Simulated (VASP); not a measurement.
CsTaI3: single point with PBE

Crystal: CsTaI3.

```
Cs I Ta
1.0
     4.07434    7.05697    0.00000
    -4.07434    7.05697    0.00000
     0.00000    0.00000    6.79458
Cs I Ta
2 6 2
Direct
  0.33330 0.33340 0.25000
  0.66660 0.66670 0.75000
  0.16900 0.66200 0.75000
  0.33800 0.83100 0.25000
  0.16900 0.16900 0.75000
  0.83100 0.33800 0.25000
  0.66200 0.16900 0.75000
  0.83100 0.83100 0.25000
  0.00000 0.00000 0.00000
  0.00000 0.00000 0.50000
```

| Quantity | Value |
| --- | --- |
| Program | VASP 6.6.1 |
| Task | single point |
| Functional | PBE |
| Potentials or basis | VASP PAW PBE potentials, release 64 (Cs_sv, I, Ta_pv) |
| Cutoff | 520 eV |
| k mesh | 5 × 5 × 5 |
| Occupations | fermi-dirac, width 0.1 eV |
| Spin | no spin polarisation |

```
Pressure               : -1.4 GPa
Largest force          : 0.424 eV/Å
Band gap on the k mesh : zero (band 41 reaches 4.96 eV, above the bottom of band 42 at 4.73 eV)
```

Forces on the atoms (eV/Å):
```
Cs   0.000  0.000  0.000
Cs   0.000  0.000  0.000
I   -0.367  0.212  0.000
I   -0.367 -0.212  0.000
I    0.000 -0.424  0.000
I    0.367 -0.212  0.000
I    0.367  0.212  0.000
I    0.000  0.424  0.000
Ta   0.000  0.000  0.000
Ta   0.000  0.000  0.000
```

Stress tensor (GPa, compression positive):
```
-0.10  0.00  0.00
 0.00 -0.10  0.00
 0.00  0.00 -3.89
```

Levels at points of the mesh, in eV from the Fermi level:
```csv
k point,band 38,band 39,band 40,band 41,band 42,band 43,band 44,band 45
"(0.00, 0.00, 0.00)",-2.78,-1.84,-0.43,-0.43,0.22,0.22,0.92,1.04
```

Wall time 2.9 min on 1 × NVIDIA H100 80GB with 1 thread of Intel(R) Xeon(R) Platinum 8481C CPU @ 2.70GHz (Sapphire Rapids) (shared host), peak memory 1.7 GiB.

Caveat: spin-orbit coupling is left out, which moves the levels of the heavy elements.
